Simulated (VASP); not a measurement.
# TiSiTe4 (P6mm) in VASP: further runs, part 2 of 2

VASP 6.6.1. The steps go on from the part before.

## Step 3: Relaxation of cell and atoms, PBE

This run uses another cell than the first one, of 30.20 Å³/atom.

Contents of INCAR:

```
PREC     = Accurate       # precision mode
ENCUT    = 600            # plane-wave cutoff, eV
EDIFF    = 1E-6           # SCF threshold, eV
ISMEAR   = 0              # smearing method
SIGMA    = 0.1            # smearing width, eV
LREAL    = F              # projectors in reciprocal space
LASPH    = T              # aspherical terms in the spheres
NELM     = 100            # most SCF steps
ALGO     = Normal         # electronic algorithm
ISIF     = 3              # what is computed and relaxed
LWAVE    = F              # write WAVECAR
LCHARG   = F              # write CHGCAR
GGA      = PE             # functional
IBRION   = 2              # ionic algorithm
NSW      = 90             # ionic steps
EDIFFG   = -0.04          # ionic threshold
```

Contents of KPOINTS:

```
Automatic mesh
0
Gamma
  6 6 2
```

Contents of POSCAR:

```
TiSiTe4
1.0
    4.8830276400      0.0000000000      0.0000000000
   -2.4415138200      4.2288259800      0.0000000000
    0.0000000000      0.0000000000      8.7753948600
Ti Si Te
1 1 4
Direct
    0.0000000000      0.0000000000      0.1364986500
    0.0000000000      0.0000000000      0.4774769900
    0.5000000000      0.0000000000      0.3058045000
    0.0000000000      0.5000000000      0.3058045000
    0.5000000000      0.5000000000      0.3058045000
    0.0000000000      0.0000000000      0.7076204300
```

Potentials or basis: VASP PAW PBE potentials, release 64 (Ti_sv, Si, Te).

Started as:

```console
cat potpaw_PBE.64/Ti_sv/POTCAR potpaw_PBE.64/Si/POTCAR potpaw_PBE.64/Te/POTCAR > POTCAR
mpirun -np 1 vasp_std > vasp.out
```

OUTCAR:

```text
PREC = Accurate
   ENCUT = 600
   EDIFF = 1E-6
   ISMEAR = 0
   LREAL = F
   LASPH = T
   NELM = 100
   ISIF = 3
   GGA = PE
   IBRION = 2
   NSW = 90
   EDIFFG = -0.04

 ion  position               nearest neighbor table
   1  0.000  0.000  0.136-   4 2.86   5 2.86   4 2.86   5 2.86   3 2.86   3 2.86   2 2.99
   2  0.000  0.000  0.477-   6 2.02   5 2.87   4 2.87   4 2.87   5 2.87   3 2.87   3 2.87   1 2.99

   3  0.500  0.000  0.306-   4 2.44   5 2.44   5 2.44   4 2.44   1 2.86   1 2.86   2 2.87   2 2.87

   4  0.000  0.500  0.306-   3 2.44   3 2.44   5 2.44   5 2.44   1 2.86   1 2.86   2 2.87   2 2.87

   5  0.500  0.500  0.306-   3 2.44   3 2.44   4 2.44   4 2.44   1 2.86   1 2.86   2 2.87   2 2.87

   6  0.000  0.000  0.708-   2 2.02

  LATTYP: Found a hexagonal cell.
 ALAT       =     4.8830276400
 C/A-ratio  =     1.7971216849

  Lattice vectors:

 A1 = (   4.8830276400,   0.0000000000,   0.0000000000)
 A2 = (  -2.4415138200,   4.2288259800,   0.0000000000)
 A3 = (   0.0000000000,   0.0000000000,   8.7753948600)

Analysis of symmetry for initial positions (statically):
=====================================================================
 Subroutine PRICEL returns:
 Original cell was already a primitive cell.

 Routine SETGRP: Setting up the symmetry group for a
 hexagonal supercell.

 Subroutine GETGRP returns: Found 12 space group operations
 (whereof 12 operations were pure point group operations)
 out of a pool of 24 trial point group operations.

The static configuration has the point symmetry C_6v.

Analysis of symmetry for dynamics (positions and initial velocities):
=====================================================================
 Subroutine PRICEL returns:
 Original cell was already a primitive cell.

 Routine SETGRP: Setting up the symmetry group for a
 hexagonal supercell.

 Subroutine GETGRP returns: Found 12 space group operations
 (whereof 12 operations were pure point group operations)
 out of a pool of 24 trial point group operations.

The dynamic configuration has the point symmetry C_6v.

 Subroutine INISYM returns: Found 12 space group operations
 (whereof 12 operations are pure point group operations),
 and found     1 'primitive' translations

----------------------------------------------------------------------------------------

                                     Primitive cell

  volume of cell :     181.2073

  direct lattice vectors                    reciprocal lattice vectors
     4.883027640  0.000000000  0.000000000     0.204790977  0.118236126  0.000000000
    -2.441513820  4.228825980  0.000000000     0.000000000  0.236472251  0.000000000
     0.000000000  0.000000000  8.775394860     0.000000000  0.000000000  0.113954986

  length of vectors
     4.883027640  4.883027637  8.775394860     0.236472251  0.236472251  0.113954986

  position of ions in fractional coordinates (direct lattice)
     0.000000000  0.000000000  0.136498650
     0.000000000  0.000000000  0.477476990
     0.500000000  0.000000000  0.305804500
     0.000000000  0.500000000  0.305804500
     0.500000000  0.500000000  0.305804500
     0.000000000  0.000000000  0.707620430

  ion indices of the primitive-cell ions
   primitive index   ion index
                 1           1
                 2           2
                 3           3
                 4           4
                 5           5
                 6           6

----------------------------------------------------------------------------------------

 KPOINTS: Automatic mesh

Automatic generation of k-mesh.
 Grid dimensions read from file:
 generate k-points for:    6    6    2

 Generating k-lattice:

  Cartesian coordinates                     Fractional coordinates (reciprocal lattice)
     0.034131829  0.019706021  0.000000000     0.166666667  0.000000000  0.000000000
     0.000000000  0.039412042  0.000000000     0.000000000  0.166666667  0.000000000
     0.000000000  0.000000000  0.056977493     0.000000000  0.000000000  0.500000000

  Length of vectors
     0.039412042  0.039412042  0.056977493

  Shift w.r.t. Gamma in fractional coordinates (k-lattice)
     0.000000000  0.000000000  0.000000000

 Subroutine IBZKPT returns following result:
 ===========================================

 Found     14 irreducible k-points:

 Following reciprocal coordinates:
            Coordinates               Weight
  0.000000  0.000000  0.000000      1.000000
  0.166667  0.000000  0.000000      6.000000
  0.333333  0.000000  0.000000      6.000000
  0.500000  0.000000  0.000000      3.000000
  0.166667  0.166667  0.000000      6.000000
  0.333333  0.166667  0.000000     12.000000
  0.333333  0.333333  0.000000      2.000000
  0.000000  0.000000  0.500000      1.000000
  0.166667  0.000000  0.500000      6.000000
  0.333333  0.000000  0.500000      6.000000
  0.500000  0.000000  0.500000      3.000000
  0.166667  0.166667  0.500000      6.000000
  0.333333  0.166667  0.500000     12.000000
  0.333333  0.333333  0.500000      2.000000
   k-points           NKPTS =     14   k-points in BZ     NKDIM =     14   number of bands    NBANDS=     24
   number of dos      NEDOS =    301   number of ions     NIONS =      6
   total plane-waves  NPLWV = 112000
   dimension x,y,z NGX =    40 NGY =   40 NGZ =   70
   dimension x,y,z NGXF=    80 NGYF=   80 NGZF=  140
   ions per type =               1   1   4
   NGX,Y,Z   is equivalent  to a cutoff of  13.62, 13.62, 13.26 a.u.
   NGXF,Y,Z  is equivalent  to a cutoff of  27.24, 27.24, 26.52 a.u.
 SYSTEM =  unknown system
   PREC   = accura    normal or accurate (medium, high low for compatibility)
   ISTART =      0    job   : 0-new  1-cont  2-samecut
   ICHARG =      2    charge: 1-file 2-atom 10-const
   ISPIN  =      1    spin polarized calculation?
   LNONCOLLINEAR =      F non collinear calculations
   LSORBIT =      F    spin-orbit coupling
   LASPH  =      T    aspherical Exc in radial PAW
   ENCUT  =  600.0 eV  44.10 Ry    6.64 a.u.   9.75  9.75 17.53*2*pi/ulx,y,z
   NELM   =    100;   NELMIN=  2; NELMDL= -5     # of ELM steps
   EDIFF  = 0.1E-05   stopping-criterion for ELM
   LREAL  =      F    real-space projection
   EDIFFG = -.4E-01   stopping-criterion for IOM
   NSW    =     90    number of steps for IOM
   IBRION =      2    ionic relax: 0-MD 1-quasi-New 2-CG
   NFREE  =      1    steps in history (QN), initial steepest desc. (CG)
   ISIF   =      3    stress and relaxation
   ISYM   =      2    0-nonsym 1-usesym 2-fastsym
   POTIM  = 0.5000    time-step for ionic-motion
   TEBEG  =    0.0;   TEEND  =   0.0 temperature during run
   PSTRESS=    0.0 pullay stress
   NELECT =      40.0000    total number of electrons
   NUPDOWN=      -1.0000    fix difference up-down
   EMIN   =  10.00;   EMAX   =-10.00  energy-range for DOS
   EFERMI =   0.00;   METHOD = LEGACY
   ISMEAR =     0;   SIGMA  =   0.10  broadening in eV -4-tet -1-fermi 0-gaus
   EFERMI_NEDOS =   21; number of points for ismear=-14 and -15
   IALGO  =     38    algorithm
   IMIX   =      4    mixing-type and parameters
     AMIX     =   0.40;   BMIX     =  1.00
     AMIX_MAG =   1.60;   BMIX_MAG =  1.00
  volume/ion in A,a.u.               =      30.20       203.81
  Fermi-wavevector in a.u.,A,eV,Ry     =   0.989395  1.869685 13.318770  0.978902
  Thomas-Fermi vector in A             =   2.120990
   LORBIT       =      0    0 simple, 1 ext, 2 COOP (PROOUT), +10 PAW based schemes
   GGA     = PE    functional components
   LHFCALC =     F    Hartree Fock is set to
   AEXX    =    0.0000 exact exchange contribution
   IVDW    =     0    specifies the selected vdW correction
   LEPSILON=     F    determine dielectric tensor
   LRPA    =     F    only Hartree local field effects (RPA)
 conjugate gradient relaxation of ions
 non-spin polarized calculation
 Gauss-broadening in eV      SIGMA  =   0.10
  energy-cutoff  :      600.00
  volume of cell :      181.21
 maximum number of plane-waves:      6068
 NGX is ok and might be reduce to    40
   NGX = 19   NGY = 19   NGZ = 35

--------------------------------------- Ionic step        1  -------------------------------------------

 number of electron      39.9999995 magnetization

 Free energy of the ion-electron system (eV)
  ---------------------------------------------------
  ext. energy  EPLUGINS =         0.00000000
  ---------------------------------------------------
  free energy    TOTEN  =        -9.36386995 eV

  energy without entropy =       -9.32106899  energy(sigma->0) =       -9.34246947

 E-fermi :   6.3902     XC(G=0):  -8.4971

 val. band max:        6.3563395820   @ k =   0.1667   0.1667   0.5000
 cond. band min:       6.3995024419   @ k =   0.5000   0.0000   0.0000
 fundamental gap:      0.0431628599
 Fermi energy:         6.3902169244
[... 874 lines left out ...]
  FREE ENERGIE OF THE ION-ELECTRON SYSTEM (eV)
  ---------------------------------------------------
  free  energy   TOTEN  =       -21.4345628956 eV

  energy  without entropy=      -21.3987933115  energy(sigma->0) =      -21.41667810

[... ionic steps 4 to 25 ...]

--------------------------------------- Ionic step       26  -------------------------------------------

 number of electron      39.9999994 magnetization

------------------------ aborting loop because EDIFF is reached ----------------------------------------
[... 75 lines left out ...]
--------------------------------------- Ionic step       28  -------------------------------------------

 number of electron      39.9999994 magnetization

 Free energy of the ion-electron system (eV)
  ---------------------------------------------------
  ext. energy  EPLUGINS =         0.00000000
  ---------------------------------------------------
  free energy    TOTEN  =       -24.02131967 eV

  energy without entropy =      -24.01403409  energy(sigma->0) =      -24.01767688

 E-fermi :   3.0572     XC(G=0):  -7.4735

 val. band max:        2.9237331893   @ k =   0.3333   0.1667   0.0000
 cond. band min:       3.1541059567   @ k =   0.1667   0.0000   0.5000
 fundamental gap:      0.2303727674
 Fermi energy:         3.0572371560
[... 409 lines left out ...]
  FREE ENERGIE OF THE ION-ELECTRON SYSTEM (eV)
  ---------------------------------------------------
  free  energy   TOTEN  =       -24.0213196690 eV

  energy  without entropy=      -24.0140340906  energy(sigma->0) =      -24.01767688

 reached required accuracy - stopping structural energy minimisation
```

Run time: 22 min. Hardware: 1 thread of Intel Xeon 6975P-C (Granite Rapids), shared host; peak memory 0.4 GiB.

Results:

* Free energy: -24.0213 eV
* Relaxed volume: 40.37 Å³/atom
* Relaxed cell: a = 6.121 Å, b = 6.121 Å, c = 7.464 Å, α = 90.00°, β = 90.00°, γ = 120.00°
* Space group after relaxing (to 0.1 Å): P6mm (No. 183)
* Energy gained by relaxing: 2442.9 meV/atom
* Ionic steps: 28
* Pressure after relaxing: 0.0 GPa
* Largest force after relaxing: 0.037 eV/Å
* Band gap on the k mesh: zero (bands 20 and 21 overlap by 0.73 eV)

Forces in eV/Å, atoms in the order of the input:
```
Ti   0.000  0.000 -0.037
Si   0.000  0.000  0.035
Te   0.000  0.000  0.005
Te   0.000  0.000  0.005
Te   0.000  0.000  0.005
Te   0.000  0.000 -0.014
```

Step by step:
| step | energy change (eV) | largest force (eV/Å) | pressure (GPa) | volume (Å³) |
| --- | --- | --- | --- | --- |
| 1 | 0.0000 | 10.5442 | 42.17 | 181.21 |
| 2 | -7.5308 | 1.0133 | -4.85 | 469.39 |
| 3 | -12.0707 | 1.8292 | -2.06 | 294.78 |
| 4 | -12.0825 | 1.8462 | -1.85 | 292.17 |
| 5 | -12.0902 | 1.8676 | -1.55 | 288.88 |
| 6 | -13.5740 | 2.0071 | -2.07 | 277.98 |
| 7 | -13.7665 | 2.7664 | -1.30 | 272.27 |
| 8 | -13.7697 | 2.2673 | -1.48 | 273.29 |
| 9 | -13.9885 | 2.4991 | 0.19 | 254.55 |
| 10 | -14.0509 | 1.5795 | -0.52 | 260.10 |
| 11 | -14.2031 | 1.0528 | -0.45 | 252.84 |
| 12 | -14.2148 | 1.2002 | -0.33 | 250.06 |
| 13 | -14.3397 | 0.6713 | 0.09 | 244.19 |
| 14 | -14.4463 | 1.0547 | 2.41 | 226.97 |
| 15 | -14.4700 | 0.7368 | 1.23 | 233.97 |
| 16 | -14.4765 | 0.7366 | 1.52 | 232.00 |
| 17 | -14.5756 | 0.7643 | 0.78 | 235.40 |
| 18 | -14.5757 | 0.7760 | 0.77 | 235.47 |
| 19 | -14.6057 | 0.3197 | 0.00 | 240.19 |
| 20 | -14.6069 | 0.4369 | -0.19 | 241.45 |
| 21 | -14.6181 | 0.2539 | -0.13 | 241.57 |
| 22 | -14.6232 | 0.4087 | -0.04 | 241.72 |
| 23 | -14.6327 | 0.3281 | -0.02 | 241.56 |
| 24 | -14.6424 | 0.1365 | 0.06 | 241.16 |
| 25 | -14.6499 | 0.1384 | 0.06 | 241.35 |
| 26 | -14.6564 | 0.1411 | 0.05 | 241.89 |
| 27 | -14.6569 | 0.1404 | 0.05 | 241.78 |
| 28 | -14.6574 | 0.0366 | -0.04 | 242.20 |

Final structure:
```
CELL_PARAMETERS angstrom
6.12139 0.00000 0.00000
-3.06070 5.30128 0.00000
0.00000 0.00000 7.46358
ATOMIC_POSITIONS crystal
Ti 0.00000 0.00000 0.16001
Si 0.00000 0.00000 0.48138
Te 0.50000 0.00000 0.26672
Te 0.00000 0.50000 0.26672
Te 0.50000 0.50000 0.26672
Te 0.00000 0.00000 0.79747
```

Caveat: the volume moved by over 15 % at a fixed basis, so the end points are rough; spin-orbit coupling is left out, which moves the levels of the heavy elements.

## Step 4: Single point, PBE, collinear spin

This run uses another cell than the first one, of 39.98 Å³/atom.

Contents of INCAR:

```
PREC     = Accurate       # precision mode
ENCUT    = 520            # plane-wave cutoff, eV
EDIFF    = 1E-6           # SCF threshold, eV
ISMEAR   = 0              # smearing method
SIGMA    = 0.1            # smearing width, eV
LREAL    = False          # projectors in reciprocal space
LASPH    = True           # aspherical terms in the spheres
NELM     = 150            # most SCF steps
ALGO     = Normal         # electronic algorithm
ISIF     = 2              # what is computed and relaxed
LWAVE    = False          # write WAVECAR
LCHARG   = False          # write CHGCAR
ISPIN    = 2              # spin polarisation
MAGMOM   = 1 0 0 0 0 0    # initial moments
LORBIT   = 11             # projections on sites
LMAXMIX  = 4              # l up to which the mixer works
GGA      = PE             # functional
NBANDS   = 33             # bands
```

Contents of KPOINTS:

```
Automatic mesh
0
Gamma
  3 3 4
```

Contents of POSCAR:

```
TiSiTe4
1.0
    6.1142981610      0.0000000000      0.0000000000
   -3.0571490805      5.2951375338      0.0000000000
    0.0000000000      0.0000000000      7.4084791430
Ti Si Te
1 1 4
Direct
    0.0000000000      0.0000000000      0.1494213358
    0.0000000000      0.0000000000      0.4688184557
    0.5000000000      0.0000000000      0.2768621915
    0.0000000000      0.5000000000      0.2768621915
    0.5000000000      0.5000000000      0.2768621915
    0.0000000000      0.0000000000      0.7901832039
```

Started as:

```console
cat potpaw_PBE.64/Ti_sv/POTCAR potpaw_PBE.64/Si/POTCAR potpaw_PBE.64/Te/POTCAR > POTCAR
mpirun -np 1 vasp_std > vasp.out
```

Run time: 2.3 min. Hardware: 1 thread of Intel Xeon 6975P-C (Granite Rapids), shared host; peak memory 0.51 GiB.

Results (log left out):

```yaml
Free_energy: -23.9297 eV
Pressure: 0.0 GPa
Largest_force: 0.014 eV/Å
Net_moment: 0.30 μB per cell
Site_moments: Ti +0.31; Si +0.01; Te -0.03, -0.01 (each value once) μB
Valence_electrons_inside_the_program's_atomic_spheres: Ti 10.14; Si 1.59; Te 3.31, 3.44 (each value once)
```

Forces in eV/Å, atoms in the order of the input:
```
Ti   0.000  0.000 -0.006
Si   0.000  0.000  0.014
Te   0.000  0.000 -0.002
Te   0.000  0.000 -0.002
Te   0.000  0.000 -0.002
Te   0.000  0.000 -0.001
```

Stress tensor (GPa, compression positive):
```
0.01 0.00 0.00
0.00 0.01 0.00
0.00 0.00 0.09
```

Levels at points of the mesh, in eV from the Fermi level:
Spin up:
```csv
k point,band 16,band 17,band 18,band 19,band 20,band 21,band 22,band 23,band 24,band 25
"(0.00, 0.00, 0.00)",-1.69,-0.78,-0.78,-0.09,-0.09,0.85,0.94,0.94,2.14,2.14
"(0.00, 0.00, 0.50)",-1.91,-0.80,-0.80,0.30,0.59,0.59,0.94,0.94,1.56,1.56
```
Spin down:
| k point | band 16 | band 17 | band 18 | band 19 | band 20 | band 21 | band 22 | band 23 | band 24 | band 25 |
| --- | --- | --- | --- | --- | --- | --- | --- | --- | --- | --- |
| (0.00, 0.00, 0.00) | -1.67 | -0.75 | -0.75 | 0.08 | 0.08 | 1.00 | 1.16 | 1.16 | 2.15 | 2.31 |
| (0.00, 0.00, 0.50) | -1.89 | -0.78 | -0.78 | 0.44 | 0.87 | 0.87 | 1.16 | 1.16 | 1.59 | 1.59 |

Caveat: the k points lie up to 0.40 Å⁻¹ apart; spin-orbit coupling is left out, which moves the levels of the heavy elements.

## Step 5: The runs side by side

| task | spin | cell | k mesh | cutoff (eV) | gap on the mesh (eV) | pressure (GPa) | relaxed volume (Å³/atom) | largest force (eV/Å) |
| --- | --- | --- | --- | --- | --- | --- | --- | --- |
| relaxation of cell and atoms | off | relaxed from a = 6.123, b = 6.123, c = 7.453 Å, angles 90.0, 90.0, 120.0°, 6 atoms, atomic positions A | 3 × 3 × 4 | 600 | none | 0.0 | 39.99 | 0.04 |
| relaxation of cell and atoms | off | relaxed from a = 4.883, b = 4.883, c = 8.775 Å, angles 90.0, 90.0, 120.0°, 6 atoms, atomic positions B | 6 × 6 × 2 | 600 | none | 0.0 | 40.37 | 0.04 |
| single point | collinear | a = 6.114, b = 6.114, c = 7.408 Å, angles 90.0, 90.0, 120.0°, 6 atoms, atomic positions C | 3 × 3 × 4 | 520 | none | 0.0 | - | 0.01 |

Alike in all rows: level PBE; potentials or basis VASP PAW PBE potentials, release 64 (Ti_sv, Si, Te); smearing gaussian 0.1 eV.

Caveats: some runs use coarse meshes; spin-orbit coupling is left out, which moves the levels of the heavy elements; the volume moved by over 15 % at a fixed basis, so the end points are rough (at least some runs).

Absolute energies hang on the potentials; compare differences alone.
